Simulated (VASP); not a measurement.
Mo, 1 atom in the cell. It takes space group Im-3m (No. 229, cubic). The conventional cell has a = 3.147 Å, b = 3.147 Å, c = 3.147 Å, α = 90.00°, β = 90.00°, γ = 90.00°. Mo (site symmetry m-3m) has 14 Mo at 2.73 to 3.15 Å within 3.6 Å. 

* Program: VASP 6.6.1
* Task: relaxation of volume and atoms at fixed shape
* Functional: r2SCAN
* Potentials or basis: VASP PAW PBE potentials, release 64 (Mo_sv)
* Cutoff: 600 eV
* k mesh: 19 × 19 × 19
* Occupations: gaussian, width 0.1 eV
* Spin: no spin polarisation
* Dipole correction: no
* Further INCAR settings: ALGO = Normal; EDIFF = 1e-06; IBRION = 2; EDIFFG = -0.03; NSW = 80; ISIF = 8

Potentials or basis: VASP PAW PBE potentials, release 64 (Mo_sv).

Launch:

```bash
$ cat potpaw_PBE.64/Mo_sv/POTCAR > POTCAR
$ cp INCAR.step1 INCAR
$ mpirun -np 1 vasp_std > vasp.out
$ cp INCAR.step2 INCAR
$ mpirun -np 1 vasp_std > vasp.out
```

Hardware: 1 thread of Intel Xeon 6975P-C, with other jobs on the host.

Question: Estimate the wall time of this run.

Answer: It took 3.5 min on 1 thread of Intel Xeon 6975P-C (shared host), peak memory 0.19 GiB. Counts: k points 220, ion steps 3.
